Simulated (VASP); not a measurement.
Write the native input for VASP 6.6.1 that does the following.

```yaml
Task: single point
Functional: PBE
Potentials_or_basis: VASP PAW PBE potentials, release 64 (Os)
Cutoff: 520 eV
k_mesh: 24 × 24 × 22
Occupations: gaussian, width 0.1 eV
Spin: no spin polarisation
Dipole_correction: no
Further_INCAR_settings: ALGO = Normal; EDIFF = 1e-07; NBANDS = 10
```

The structure of Os lies in POSCAR:

```
Os
1.0
    2.6650551989      0.0000000000      0.0000000000
   -1.3325275994      2.3080055047      0.0000000000
    0.0000000000      0.0000000000      2.5666395413
Os
1
Direct
    0.0000000000      0.0000000000      0.0000000000
```

The input as run:

INCAR

```
PREC = Accurate ; ENCUT = 520
EDIFF = 1E-7 ; ISMEAR = 0
SIGMA = 0.1 ; LREAL = False
LASPH = True ; NELM = 80
ALGO = Normal ; ISIF = 2
LWAVE = False ; LCHARG = True
GGA = PE ; LELF = True
LVHAR = True ; NBANDS = 10
```

KPOINTS

```
regular mesh
0
Gamma
  24 24 22
```

Potentials or basis: VASP PAW PBE potentials, release 64 (Os).

Command:

```sh
$ cat potpaw_PBE.64/Os/POTCAR > POTCAR
$ mpirun -np 1 vasp_std > vasp.out
```

Results of the run:

```
Pressure               : -0.2 GPa
Band gap on the k mesh : zero (band 4 reaches 11.15 eV, above the bottom of band 5 at 6.25 eV)
```

Caveat: spin-orbit coupling is left out, which moves the levels of the heavy elements.

It took 35 s on 1 thread of AMD EPYC 9R45 (Zen 5), with other jobs on the host, peak memory 0.2 GiB.
